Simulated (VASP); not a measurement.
# CdO (Fm-3m) in VASP: notebook

CdO is run at these levels: LDA, BLYP; tasks: single point.

Program: VASP 6.6.1. These are calculated values, not measurements. Logs are shortened: lines on timing, memory, paths and dates and some standing lists are left out, and cuts for length are marked.

## 1. The cell of the first run

The structure is cubic, space group Fm-3m (No. 225). Conventional cell: a = 4.695 Å, b = 4.695 Å, c = 4.695 Å, α = 90.00°, β = 90.00°, γ = 90.00°. Cd (site symmetry m-3m) has 6 O at 2.35 Å within 3.1 Å. O (site symmetry m-3m) has 6 Cd at 2.35 Å within 3.1 Å.

## 2. Single point, LDA (12.94 Å³/atom)

INCAR

```
SYSTEM = CdO
  PREC = Accurate
  ENCUT = 600
  EDIFF = 1E-6
  ISMEAR = 0
  SIGMA = 0.05
  LREAL = .False.
  LASPH = .True.
  NELM = 120
  ALGO = Normal
  ISIF = 2
  LWAVE = .False.
  LCHARG = .True.
  GGA = CA
  LELF = .True.
  LVHAR = .True.
  NBANDS = 16
  GGA_COMPAT = .False.
```

KPOINTS

```
regular mesh
0
Gamma
  8 8 8
  0 0 0
```

POSCAR

```
CdO
1.0
    0.0000000000      2.3474379442      2.3474379442
    2.3474379442      0.0000000000      2.3474379442
    2.3474379442      2.3474379442      0.0000000000
Cd O
1 1
Direct
    0.0000000000      0.0000000000      0.0000000000
    0.5000000000      0.5000000000      0.5000000000
```

Potentials or basis: VASP PAW LDA potentials, release 64 (Cd, O).

Command:

```bash
$ cat potpaw_LDA.64/Cd/POTCAR potpaw_LDA.64/O/POTCAR > POTCAR
$ mpirun -np 1 vasp_std > vasp.out
```

OUTCAR:

```text
SYSTEM = CdO
   PREC = Accurate
   ENCUT = 600
   EDIFF = 1E-6
   ISMEAR = 0
   LREAL = .False.
   LASPH = .True.
   NELM = 120
   ISIF = 2
   GGA = CA

 ion  position               nearest neighbor table
   1  0.000  0.000  0.000-   2 2.35   2 2.35   2 2.35   2 2.35   2 2.35   2 2.35
   2  0.500  0.500  0.500-   1 2.35   1 2.35   1 2.35   1 2.35   1 2.35   1 2.35

  LATTYP: Found a face centered cubic cell.
 ALAT       =     4.6948758884

  Lattice vectors:

 A1 = (   0.0000000000,   2.3474379442,   2.3474379442)
 A2 = (   2.3474379442,   0.0000000000,   2.3474379442)
 A3 = (   2.3474379442,   2.3474379442,   0.0000000000)

Analysis of symmetry for initial positions (statically):
=====================================================================
 Subroutine PRICEL returns:
 Original cell was already a primitive cell.

 Routine SETGRP: Setting up the symmetry group for a
 face centered cubic supercell.

 Subroutine GETGRP returns: Found 48 space group operations
 (whereof 48 operations were pure point group operations)
 out of a pool of 48 trial point group operations.

The static configuration has the point symmetry O_h .

Analysis of symmetry for dynamics (positions and initial velocities):
=====================================================================
 Subroutine PRICEL returns:
 Original cell was already a primitive cell.

 Routine SETGRP: Setting up the symmetry group for a
 face centered cubic supercell.

 Subroutine GETGRP returns: Found 48 space group operations
 (whereof 48 operations were pure point group operations)
 out of a pool of 48 trial point group operations.

The dynamic configuration has the point symmetry O_h .

 Subroutine INISYM returns: Found 48 space group operations
 (whereof 48 operations are pure point group operations),
 and found     1 'primitive' translations

----------------------------------------------------------------------------------------

                                     Primitive cell

  volume of cell :      25.8709

  direct lattice vectors                    reciprocal lattice vectors
     0.000000000  2.347437944  2.347437944    -0.212998176  0.212998176  0.212998176
     2.347437944  0.000000000  2.347437944     0.212998176 -0.212998176  0.212998176
     2.347437944  2.347437944  0.000000000     0.212998176  0.212998176 -0.212998176

  length of vectors
     3.319778578  3.319778578  3.319778578     0.368923662  0.368923662  0.368923662

  position of ions in fractional coordinates (direct lattice)
     0.000000000  0.000000000  0.000000000
     0.500000000  0.500000000  0.500000000

  ion indices of the primitive-cell ions
   primitive index   ion index
                 1           1
                 2           2

----------------------------------------------------------------------------------------

 KPOINTS: regular mesh

Automatic generation of k-mesh.
 Grid dimensions read from file:
 generate k-points for:    8    8    8

 Generating k-lattice:

  Cartesian coordinates                     Fractional coordinates (reciprocal lattice)
    -0.026624772  0.026624772  0.026624772     0.125000000  0.000000000  0.000000000
     0.026624772 -0.026624772  0.026624772     0.000000000  0.125000000  0.000000000
     0.026624772  0.026624772 -0.026624772     0.000000000  0.000000000  0.125000000

  Length of vectors
     0.046115458  0.046115458  0.046115458

  Shift w.r.t. Gamma in fractional coordinates (k-lattice)
     0.000000000  0.000000000  0.000000000

 Subroutine IBZKPT returns following result:
 ===========================================

 Found     29 irreducible k-points:

 Following reciprocal coordinates:
            Coordinates               Weight
  0.000000  0.000000  0.000000      1.000000
  0.125000  0.000000  0.000000      8.000000
  0.250000  0.000000  0.000000      8.000000
  0.375000  0.000000  0.000000      8.000000
  0.500000  0.000000  0.000000      4.000000
  0.125000  0.125000  0.000000      6.000000
[... 16 lines left out ...]
  0.500000  0.250000  0.125000     48.000000
 -0.375000  0.250000  0.125000     24.000000
 [... further k-points ...]
   k-points           NKPTS =     29   k-points in BZ     NKDIM =     29   number of bands    NBANDS=     16
   number of dos      NEDOS =    301   number of ions     NIONS =      2
   total plane-waves  NPLWV =  21952
   dimension x,y,z NGX =    28 NGY =   28 NGZ =   28
   dimension x,y,z NGXF=    56 NGYF=   56 NGZF=   56
   ions per type =               1   1
   NGX,Y,Z   is equivalent  to a cutoff of  14.02, 14.02, 14.02 a.u.
   NGXF,Y,Z  is equivalent  to a cutoff of  28.04, 28.04, 28.04 a.u.
 SYSTEM =  CdO
   PREC   = accura    normal or accurate (medium, high low for compatibility)
   ISTART =      0    job   : 0-new  1-cont  2-samecut
   ICHARG =      2    charge: 1-file 2-atom 10-const
   ISPIN  =      1    spin polarized calculation?
   LNONCOLLINEAR =      F non collinear calculations
   LSORBIT =      F    spin-orbit coupling
   LASPH  =      T    aspherical Exc in radial PAW
   ENCUT  =  600.0 eV  44.10 Ry    6.64 a.u.   6.63  6.63  6.63*2*pi/ulx,y,z
   NELM   =    120;   NELMIN=  2; NELMDL= -5     # of ELM steps
   EDIFF  = 0.1E-05   stopping-criterion for ELM
   LREAL  =      F    real-space projection
   EDIFFG = 0.1E-04   stopping-criterion for IOM
   NSW    =      0    number of steps for IOM
   IBRION =     -1    ionic relax: 0-MD 1-quasi-New 2-CG
   NFREE  =      0    steps in history (QN), initial steepest desc. (CG)
   ISIF   =      2    stress and relaxation
   ISYM   =      2    0-nonsym 1-usesym 2-fastsym
   POTIM  = 0.5000    time-step for ionic-motion
   TEBEG  =    0.0;   TEEND  =   0.0 temperature during run
   PSTRESS=    0.0 pullay stress
   NELECT =      18.0000    total number of electrons
   NUPDOWN=      -1.0000    fix difference up-down
   EMIN   =  10.00;   EMAX   =-10.00  energy-range for DOS
   EFERMI =   0.00;   METHOD = LEGACY
   ISMEAR =     0;   SIGMA  =   0.05  broadening in eV -4-tet -1-fermi 0-gaus
   EFERMI_NEDOS =   21; number of points for ismear=-14 and -15
   IALGO  =     38    algorithm
   IMIX   =      4    mixing-type and parameters
     AMIX     =   0.40;   BMIX     =  1.00
     AMIX_MAG =   1.60;   BMIX_MAG =  1.00
  volume/ion in A,a.u.               =      12.94        87.29
  Fermi-wavevector in a.u.,A,eV,Ry     =   1.450646  2.741324 28.631757  2.104375
  Thomas-Fermi vector in A             =   2.568234
   LORBIT       =      0    0 simple, 1 ext, 2 COOP (PROOUT), +10 PAW based schemes
   GGA     = CA    functional components
   LHFCALC =     F    Hartree Fock is set to
   AEXX    =    0.0000 exact exchange contribution
   IVDW    =     0    specifies the selected vdW correction
   LEPSILON=     F    determine dielectric tensor
   LRPA    =     F    only Hartree local field effects (RPA)
 non-spin polarized calculation
 Gauss-broadening in eV      SIGMA  =   0.05
  energy-cutoff  :      600.00
  volume of cell :       25.87
 maximum number of plane-waves:       887
   NGX = 13   NGY = 13   NGZ = 13

 number of electron      18.0000003 magnetization

 Free energy of the ion-electron system (eV)
  ---------------------------------------------------
  ext. energy  EPLUGINS =         0.00000000
  ---------------------------------------------------
  free energy    TOTEN  =        -9.33527706 eV

  energy without entropy =       -9.33503283  energy(sigma->0) =       -9.33515494

 E-fermi :   1.8516     XC(G=0): -12.2118

 val. band max:        1.8095509404   @ k =   0.5000   0.0000   0.0000
 cond. band min:       2.6861499136   @ k =   0.1250   0.0000   0.0000
 fundamental gap:      0.8765989732
 Fermi energy:         1.8516119654

 k-point     1 :       0.0000    0.0000    0.0000
  band No.  band energies     occupation
      1     -15.3347      2.00000
      2      -4.8722      2.00000
      3      -4.8722      2.00000
      4      -4.8722      2.00000
      5      -4.5681      2.00000
      6      -4.5681      2.00000
[... 8 lines left out ...]
     15      19.7272      0.00000
     16      19.7272      0.00000

 k-point     2 :       0.1250    0.0000    0.0000
  band No.  band energies     occupation
      1     -15.2208      2.00000
      2      -4.9434      2.00000
      3      -4.8625      2.00000
      4      -4.8625      2.00000
      5      -4.6580      2.00000
      6      -4.6580      2.00000
[... 8 lines left out ...]
     15      20.2110      0.00000
     16      20.2110      0.00000

 k-point     3 :       0.2500    0.0000    0.0000
  band No.  band energies     occupation
      1     -14.9305      2.00000
      2      -5.2277      2.00000
      3      -5.1115      2.00000
      4      -5.1115      2.00000
      5      -4.5574      2.00000
      6      -4.5574      2.00000
[... 8 lines left out ...]
     15      21.1756      0.00000
     16      21.1756      0.00000

 k-point     4 :       0.3750    0.0000    0.0000
  band No.  band energies     occupation
      1     -14.6141      2.00000
      2      -5.6789      2.00000
      3      -5.3909      2.00000
      4      -5.3909      2.00000
      5      -4.3774      2.00000
      6      -4.3774      2.00000
[... 8 lines left out ...]
     15      22.5708      0.00000
     16      22.5708      0.00000
[... 324 lines left out ...]
 k-point    22 :       0.3750    0.2500    0.1250
  band No.  band energies     occupation
      1     -14.7852      2.00000
      2      -5.3579      2.00000
      3      -5.1163      2.00000
      4      -5.0078      2.00000
      5      -4.5862      2.00000
      6      -4.3185      2.00000
[... 8 lines left out ...]
     15      23.1519      0.00000
     16      23.6199      0.00000

 k-point    23 :       0.5000    0.2500    0.1250
  band No.  band energies     occupation
      1     -14.5862      2.00000
      2      -5.4404      2.00000
      3      -5.2449      2.00000
      4      -5.1202      2.00000
      5      -4.4309      2.00000
      6      -4.2377      2.00000
[... 8 lines left out ...]
     15      22.3780      0.00000
     16      24.0091      0.00000

 k-point    24 :      -0.3750    0.2500    0.1250
  band No.  band energies     occupation
      1     -14.5016      2.00000
      2      -5.5207      2.00000
      3      -5.2058      2.00000
      4      -5.1980      2.00000
      5      -4.2981      2.00000
      6      -4.2912      2.00000
[... 8 lines left out ...]
     15      21.1598      0.00000
     16      24.6575      0.00000

 [... further k-points ...]

------------------------ aborting loop because EDIFF is reached ----------------------------------------

  FORCE on cell =-STRESS in cart. coord.  units (eV):
  Direction    XX          YY          ZZ          XY          YZ          ZX
  --------------------------------------------------------------------------------------
  -------------------------------------------------------------------------------------
  Total       -0.6765307     -0.6765307     -0.6765307      0.0000000      0.0000000     -0.0000000
  in kB      -41.8972691    -41.8972691    -41.8972691      0.0000000      0.0000000     -0.0000000
  external PRESSURE =     -41.8972691 kB  Pullay stress =       0.0000000 kB

 VOLUME and BASIS-vectors are now :
 -----------------------------------------------------------------------------
  energy-cutoff  :      600.00
  volume of cell :       25.87
      direct lattice vectors                 reciprocal lattice vectors
     0.000000000  2.347437944  2.347437944    -0.212998176  0.212998176  0.212998176
     2.347437944  0.000000000  2.347437944     0.212998176 -0.212998176  0.212998176
     2.347437944  2.347437944  0.000000000     0.212998176  0.212998176 -0.212998176

 POSITION                                       TOTAL-FORCE (eV/Angst)
 -----------------------------------------------------------------------------------
      0.00000      0.00000      0.00000         0.000000     -0.000000     -0.000000
      2.34744      2.34744      2.34744        -0.000000      0.000000      0.000000
 -----------------------------------------------------------------------------------
    total drift:                                0.000000      0.000000      0.000000

  FREE ENERGIE OF THE ION-ELECTRON SYSTEM (eV)
  ---------------------------------------------------
  free  energy   TOTEN  =        -9.3352770556 eV

  energy  without entropy=       -9.3350328274  energy(sigma->0) =       -9.33515494
```

It took 7.3 s on 1 thread of Intel Xeon 6975P-C (Granite Rapids), shared host; peak memory 0.15 GiB.

Results:

| Quantity | Value |
| --- | --- |
| Free energy | -9.3353 eV |
| Pressure | -4.2 GPa |
| Band gap on the k mesh | zero (bands 9 and 10 overlap by 0.51 eV) |

Levels at points of the mesh, in eV from the Fermi level:
| k point | band 5 | band 6 | band 7 | band 8 | band 9 | band 10 | band 11 | band 12 | band 13 | band 14 |
| --- | --- | --- | --- | --- | --- | --- | --- | --- | --- | --- |
| (0.00, 0.00, 0.00) | -6.42 | -6.42 | -1.43 | -1.43 | -1.43 | -0.55 | 14.77 | 16.85 | 16.85 | 16.85 |
| (0.50, 0.00, 0.00) | -6.15 | -6.15 | -3.90 | -0.04 | -0.04 | 4.25 | 7.14 | 11.66 | 11.66 | 17.58 |
| (0.50, 0.50, 0.00) | -6.00 | -5.66 | -4.50 | -2.43 | -2.43 | 3.63 | 8.36 | 11.07 | 13.09 | 13.09 |

Caveat: the cell stands under tension; semilocal functionals underestimate gaps, so a narrow gap can read as zero.

## 3. Single point, BLYP (13.99 Å³/atom)

This run uses another cell than the first one, of 13.99 Å³/atom.

INCAR

```
SYSTEM = CdO
PREC = Accurate
ENCUT = 600
EDIFF = 1E-6
ISMEAR = 0
SIGMA = 0.05
LREAL = .FALSE.
LASPH = .TRUE.
NELM = 120
ALGO = Normal
ISIF = 2
LWAVE = .FALSE.
LCHARG = .FALSE.
GGA = B5
ALDAX = 1.0
AGGAX = 1.0
AGGAC = 1.0
ALDAC = 0.0
NBANDS = 16
GGA_COMPAT = .FALSE.
```

KPOINTS

```
regular mesh
0
G
  8 8 8
  0 0 0
```

POSCAR

```
CdO
1.0
    0.0000000000      2.4095335969      2.4095335969
    2.4095335969      0.0000000000      2.4095335969
    2.4095335969      2.4095335969      0.0000000000
Cd O
1 1
Direct
    0.0000000000      0.0000000000      0.0000000000
    0.5000000000      0.5000000000      0.5000000000
```

Potentials or basis: VASP PAW PBE potentials, release 64 (Cd, O).

Command:

```bash
$ cat potpaw_PBE.64/Cd/POTCAR potpaw_PBE.64/O/POTCAR > POTCAR
$ mpirun -np 1 vasp_std > vasp.out
```

It took 12 s on 1 thread of Intel Xeon 6975P-C (Granite Rapids), shared host; peak memory 0.15 GiB.

Results (log left out):

| Quantity | Value |
| --- | --- |
| Free energy | -6.9640 eV |
| Pressure | 2.0 GPa |
| Band gap on the k mesh | zero (bands 9 and 10 overlap by 0.43 eV) |

Levels at points of the mesh, in eV from the Fermi level:
| k point | band 5 | band 6 | band 7 | band 8 | band 9 | band 10 | band 11 | band 12 | band 13 | band 14 |
| --- | --- | --- | --- | --- | --- | --- | --- | --- | --- | --- |
| (0.00, 0.00, 0.00) | -6.43 | -6.43 | -1.10 | -1.10 | -1.10 | -0.48 | 15.40 | 16.73 | 16.73 | 16.73 |
| (0.50, 0.00, 0.00) | -6.23 | -6.23 | -3.66 | -0.04 | -0.04 | 4.61 | 6.71 | 11.55 | 11.55 | 17.33 |
| (0.50, 0.50, 0.00) | -6.12 | -5.88 | -3.76 | -1.97 | -1.97 | 3.46 | 8.36 | 11.35 | 12.70 | 12.70 |

Caveat: semilocal functionals underestimate gaps, so a narrow gap can read as zero; the PAW data sets were made with another functional, which shifts forces and pressure a little.

## 4. Single point, BLYP (14.11 Å³/atom)

This run uses another cell than the first one, of 14.11 Å³/atom.

INCAR

```
PREC = Accurate
ENCUT = 600
EDIFF = 1E-6
ISMEAR = 0
SIGMA = 0.05
LREAL = F
LASPH = T
NELM = 120
ALGO = Normal
ISIF = 2
LWAVE = F
LCHARG = F
GGA = B5
ALDAX = 1.0
AGGAX = 1.0
AGGAC = 1.0
ALDAC = 0.0
NBANDS = 16
GGA_COMPAT = F
```

KPOINTS

```
regular mesh
0
Gamma
  8 8 8
```

POSCAR

```
CdO
1.0
    0.0000000000      2.4164141789      2.4164141789
    2.4164141789      0.0000000000      2.4164141789
    2.4164141789      2.4164141789      0.0000000000
Cd O
1 1
Direct
    0.0000000000      0.0000000000      0.0000000000
    0.5000000000      0.5000000000      0.5000000000
```

Command:

```bash
$ cat potpaw_PBE.64/Cd/POTCAR potpaw_PBE.64/O/POTCAR > POTCAR
$ mpirun -np 1 vasp_std > vasp.out
```

It took 13 s on 1 thread of Intel Xeon 6975P-C (Granite Rapids), shared host; peak memory 0.15 GiB.

Results (log left out):

| Item | Value |
| --- | --- |
| Free energy | -6.9668 eV |
| Pressure | 1.0 GPa |
| Band gap on the k mesh | zero (bands 9 and 10 overlap by 0.45 eV) |

Levels at points of the mesh, in eV from the Fermi level:
```
           k point  band 5  band 6  band 7  band 8  band 9  band 10  band 11  band 12  band 13  band 14
(0.00, 0.00, 0.00)   -6.43   -6.43   -1.07   -1.07   -1.07    -0.50    15.38    16.67    16.67    16.67
(0.50, 0.00, 0.00)   -6.24   -6.24   -3.64   -0.04   -0.04     4.60     6.65    11.51    11.51    17.24
(0.50, 0.50, 0.00)   -6.13   -5.89   -3.70   -1.94   -1.94     3.42     8.32    11.32    12.62    12.62
```

Caveat: semilocal functionals underestimate gaps, so a narrow gap can read as zero; the PAW data sets were made with another functional, which shifts forces and pressure a little.

## 5. Overview

```tsv
level	potentials or basis	cell	gap on the mesh (eV)	pressure (GPa)
LDA	VASP PAW LDA potentials, release 64 (Cd, O)	a = 3.320 Å, angles 60.0°, 2 atoms	none	-4.2
BLYP	VASP PAW PBE potentials, release 64 (Cd, O)	a = 3.408 Å, angles 60.0°, 2 atoms	none	2.0
BLYP	VASP PAW PBE potentials, release 64 (Cd, O)	a = 3.417 Å, angles 60.0°, 2 atoms	none	1.0
```

Alike in all rows: task single point; no spin polarisation; k mesh 8 × 8 × 8; cutoff (eV) 600; smearing gaussian 0.05 eV.

Caveats: semilocal functionals underestimate gaps, so a narrow gap can read as zero; the PAW data sets were made with another functional, which shifts forces and pressure a little (at least some runs); the cell stands under tension (at least some runs).

Absolute energies hang on the potentials; compare differences alone.
